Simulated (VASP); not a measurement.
# AlP (F-43m) in VASP: notebook

Runs on AlP. Level: LDA. Tasks: elastic constants.

Everything below comes from runs of VASP 6.6.1. Logs are shortened: lines on timing, memory, paths and dates and some standing lists are left out, and cuts for length are marked.

## 1. The cell of the first run

Symmetry: F-43m, No. 216, cubic system. Conventional cell: a = 5.151 Å, b = 5.151 Å, c = 5.151 Å, α = 90.00°, β = 90.00°, γ = 90.00°. Al (site symmetry -43m) has 4 P at 2.23 Å within 2.9 Å. P (site symmetry -43m) has 4 Al at 2.23 Å within 2.9 Å.

## 2. Elastic constants, LDA

File INCAR:

```
SYSTEM = AlP
PREC     = Accurate       ! precision mode
ENCUT    = 500            ! plane-wave cutoff, eV
EDIFF    = 1E-8           ! SCF threshold, eV
ISMEAR   = 0              ! smearing method
SIGMA    = 0.01           ! smearing width, eV
LREAL    = .False.        ! projectors in reciprocal space
LASPH    = .True.         ! aspherical terms in the spheres
NELM     = 120            ! most SCF steps
ALGO     = Normal         ! electronic algorithm
ISIF     = 3              ! what is computed and relaxed
LWAVE    = .False.        ! write WAVECAR
LCHARG   = .False.        ! write CHGCAR
GGA      = CA             ! functional
IBRION   = 6              ! ionic algorithm
NFREE    = 2            
POTIM    = 0.015          ! step
NSW      = 1              ! ionic steps
GGA_COMPAT= .False.
```

File KPOINTS:

```
regular mesh
0
Gamma
  8 8 8
  0 0 0
```

File POSCAR:

```
AlP
1.0
    0.0000000000      2.5757021276      2.5757021276
    2.5757021276      0.0000000000      2.5757021276
    2.5757021276      2.5757021276      0.0000000000
Al P
1 1
Direct
    0.0000000000      0.0000000000      0.0000000000
    0.7500000000      0.7500000000      0.7500000000
```

Potentials or basis: VASP PAW LDA potentials, release 64 (Al, P).

Launch:

```bash
$ cat potpaw_LDA.64/Al/POTCAR potpaw_LDA.64/P/POTCAR > POTCAR
$ mpirun -np 1 vasp_std > vasp.out
```

OUTCAR:

```text
SYSTEM = AlP
   PREC = Accurate
   ENCUT = 500
   EDIFF = 1E-8
   ISMEAR = 0
   LREAL = .False.
   LASPH = .True.
   NELM = 120
   ISIF = 3
   GGA = CA
   IBRION = 6
   NFREE = 2
   POTIM = 0.015
   NSW = 1

 ion  position               nearest neighbor table
   1  0.000  0.000  0.000-   2 2.23   2 2.23   2 2.23   2 2.23
   2  0.750  0.750  0.750-   1 2.23   1 2.23   1 2.23   1 2.23

  LATTYP: Found a face centered cubic cell.
 ALAT       =     5.1514042552

  Lattice vectors:

 A1 = (   0.0000000000,   2.5757021276,   2.5757021276)
 A2 = (   2.5757021276,   0.0000000000,   2.5757021276)
 A3 = (   2.5757021276,   2.5757021276,   0.0000000000)

Analysis of symmetry for initial positions (statically):
=====================================================================
 Subroutine PRICEL returns:
 Original cell was already a primitive cell.

 Routine SETGRP: Setting up the symmetry group for a
 face centered cubic supercell.

 Subroutine GETGRP returns: Found 24 space group operations
 (whereof 24 operations were pure point group operations)
 out of a pool of 48 trial point group operations.

The static configuration has the point symmetry T_d .

Analysis of symmetry for dynamics (positions and initial velocities):
=====================================================================
 Subroutine PRICEL returns:
 Original cell was already a primitive cell.

 Routine SETGRP: Setting up the symmetry group for a
 face centered cubic supercell.

 Subroutine GETGRP returns: Found 24 space group operations
 (whereof 24 operations were pure point group operations)
 out of a pool of 48 trial point group operations.

The dynamic configuration has the point symmetry T_d .

 Subroutine INISYM returns: Found 24 space group operations
 (whereof 24 operations are pure point group operations),
 and found     1 'primitive' translations

[... 343 lines left out ...]
  band No.  band energies     occupation
      1      -6.4029      2.00000
      2       6.1496      2.00000
      3       6.1941      2.00000
      4       6.2373      2.00000
      5      10.8504      0.00000
      6      10.8823      0.00000
      7      10.8962      0.00000
      8      10.9096      0.00000
[... 243 lines left out ...]
 k-point    24 :      -0.3750    0.2500    0.1250
  band No.  band energies     occupation
      1      -3.8385      2.00000
      2       0.2704      2.00000
      3       3.1582      2.00000
      4       4.3737      2.00000
      5      10.0844      0.00000
      6      10.9327      0.00000
      7      13.5004      0.00000
      8      14.5251      0.00000

 [... further k-points ...]
[... 5 lines left out ...]
  --------------------------------------------------------------------------------------
  -------------------------------------------------------------------------------------
  Total        4.2846405      4.2905378      4.2905378      0.0000000     -0.2511781      0.0000000
  in kB      200.8667575    201.1432230    201.1432230      0.0000000    -11.7753917      0.0000000
  external PRESSURE =     201.0510678 kB  Pullay stress =       0.0000000 kB
[... 17 lines left out ...]
  FREE ENERGIE OF THE ION-ELECTRON SYSTEM (eV)
  ---------------------------------------------------
  free  energy   TOTEN  =       -11.0831300633 eV

  energy  without entropy=      -11.0831300633  energy(sigma->0) =      -11.08313006

 INTERNAL STRAIN TENSORS FROM STRAINED CELLS
 ============================================

 INTERNAL STRAIN TENSOR FOR ION    1 for displacements in x,y,z  (eV/Angst):
          X           Y           Z          XY          YZ          ZX
  --------------------------------------------------------------------------------
  x     0.00000    -0.00000     0.00000     0.00000   -16.75357     0.00000
  y    -0.00000    -0.00000     0.00000     0.00000     0.00000   -16.75374
  z     0.00000    -0.00000     0.00000   -16.75309     0.00000     0.00000

 INTERNAL STRAIN TENSORS FROM DISPLACED ATOMS
 ============================================

 INTERNAL STRAIN TENSOR FOR ION    1 for displacements in x,y,z  (eV/Angst):
          X           Y           Z          XY          YZ          ZX
  --------------------------------------------------------------------------------
  x     0.00000    -0.00000    -0.00000     0.00000   -16.75277     0.00000
  y    -0.00000     0.00000    -0.00000     0.00000     0.00000   -16.75277
  z    -0.00000    -0.00000     0.00000   -16.75277     0.00000     0.00000

 INTERNAL STRAIN TENSOR FOR ION    2 for displacements in x,y,z  (eV/Angst):
          X           Y           Z          XY          YZ          ZX
  --------------------------------------------------------------------------------
  x     0.00000    -0.00000    -0.00000     0.00000    16.75665     0.00000
  y    -0.00000     0.00000    -0.00000     0.00000     0.00000    16.75665
  z    -0.00000    -0.00000     0.00000    16.75665     0.00000     0.00000

 Eigenvectors and eigenvalues of the dynamical matrix
 ----------------------------------------------------

   1 f  =   15.976900 THz   100.385825 2PiTHz  532.932031 cm-1    66.075121 meV
             X         Y         Z           dx          dy          dz
      0.000000  0.000000  0.000000    -0.000000   -0.731059    0.000000
      3.863553  3.863553  3.863553    -0.000000    0.682314    0.000000
[... 21 lines left out ...]
   6 f/i=    0.000024 THz     0.000150 2PiTHz    0.000799 cm-1     0.000099 meV
             X         Y         Z           dx          dy          dz
      0.000000  0.000000  0.000000     0.680609   -0.047662    0.007217
      3.863553  3.863553  3.863553     0.729232   -0.051067    0.007733

--------------------------------------------------------------------------------------------------------

 ELASTIC MODULI CONTR FROM IONIC RELAXATION (kBar)
 Direction    XX          YY          ZZ          XY          YZ          ZX
 --------------------------------------------------------------------------------
 XX          -0.0000     -0.0000     -0.0000      0.0000      0.0000      0.0000
 YY          -0.0000     -0.0000     -0.0000      0.0000      0.0000      0.0000
 ZZ          -0.0000     -0.0000     -0.0000      0.0000      0.0000      0.0000
 XY           0.0000      0.0000      0.0000   -873.8146      0.0000      0.0000
 YZ           0.0000      0.0000      0.0000      0.0000   -873.8146      0.0000
 ZX           0.0000      0.0000      0.0000      0.0000      0.0000   -873.8146
 --------------------------------------------------------------------------------

 TOTAL ELASTIC MODULI (kBar)
 Direction    XX          YY          ZZ          XY          YZ          ZX
 --------------------------------------------------------------------------------
 XX        1763.9269   1291.5839   1291.5839     -0.0000     -0.0000     -0.0000
 YY        1291.5839   1763.9269   1291.5839     -0.0000     -0.0000      0.0000
 ZZ        1291.5839   1291.5839   1763.9269     -0.0000      0.0000      0.0000
 XY          -0.0000     -0.0000     -0.0000    567.0582      0.0000      0.0000
 YZ          -0.0000     -0.0000      0.0000      0.0000    567.0582      0.0000
 ZX          -0.0000      0.0000      0.0000      0.0000      0.0000    567.0582
 --------------------------------------------------------------------------------
```

It took 4.6 min on 1 thread of Intel Xeon 6975P-C, shared host; peak memory 0.21 GiB.

Results:

```yaml
Elastic_constants_C11_C12_C44: 176, 129, 57 GPa
Voigt_bulk_modulus: 145 GPa
Highest_phonon_frequency_at_Γ_LO-TO_splitting_left_out: 533 cm⁻¹
```

Phonon frequencies in cm⁻¹ (negative: imaginary):
```
              q point        frequencies
(0.000, 0.000, 0.000)  0 0 0 533 533 533
```

Elastic tensor in Voigt notation (GPa, in the Cartesian axes of the cell as first typed):
```
176 129 129   0   0   0
129 176 129   0   0   0
129 129 176   0   0   0
  0   0   0  57   0   0
  0   0   0   0  57   0
  0   0   0   0   0  57
```

Clamped-ion elastic tensor (GPa):
```
176 129 129   0   0   0
129 176 129   0   0   0
129 129 176   0   0   0
  0   0   0 144   0   0
  0   0   0   0 144   0
  0   0   0   0   0 144
```

Caveat: the cell is under stress, which shifts elastic constants.

## 3. Elastic constants, LDA

File INCAR:

```
PREC     = Accurate       # precision mode
ENCUT    = 500            # plane-wave cutoff, eV
EDIFF    = 1E-8           # SCF threshold, eV
ISMEAR   = 0              # smearing method
SIGMA    = 0.01           # smearing width, eV
LREAL    = False          # projectors in reciprocal space
LASPH    = True           # aspherical terms in the spheres
NELM     = 120            # most SCF steps
ALGO     = Normal         # electronic algorithm
ISIF     = 3              # what is computed and relaxed
LWAVE    = False          # write WAVECAR
LCHARG   = False          # write CHGCAR
NBANDS   = 11             # bands
IBRION   = 6              # ionic algorithm
NFREE    = 2            
POTIM    = 0.015          # step
NSW      = 1              # ionic steps
GGA_COMPAT= False
```

File KPOINTS:

```
regular mesh
0
Gamma
  8 8 8
```

POSCAR is that of step 2.

Potentials or basis: VASP PAW LDA potentials, release 64 (Al, P).

Launch:

```bash
$ cat potpaw_LDA.64/Al/POTCAR potpaw_LDA.64/P/POTCAR > POTCAR
$ mpirun -np 1 vasp_std > vasp.out
```

Wall time 5.6 min (1 thread of Intel Xeon 6975P-C, shared host); peak memory 0.21 GiB.

The run converged. Its results:

| Property | Result |
| --- | --- |
| Elastic constants C11, C12, C44 | 176, 129, 57 GPa |
| Voigt bulk modulus | 145 GPa |
| Highest phonon frequency at Γ, LO-TO splitting left out | 533 cm⁻¹ |

Phonon frequencies in cm⁻¹ (negative: imaginary):
```
              q point        frequencies
(0.000, 0.000, 0.000)  0 0 0 533 533 533
```

Elastic tensor in Voigt notation (GPa, in the Cartesian axes of the cell as first typed):
```
176 129 129   0   0   0
129 176 129   0   0   0
129 129 176   0   0   0
  0   0   0  57   0   0
  0   0   0   0  57   0
  0   0   0   0   0  57
```

Clamped-ion elastic tensor (GPa):
```
176 129 129   0   0   0
129 176 129   0   0   0
129 129 176   0   0   0
  0   0   0 144   0   0
  0   0   0   0 144   0
  0   0   0   0   0 144
```

Caveat: the cell is under stress, which shifts elastic constants.

[end of part 1 of 2]
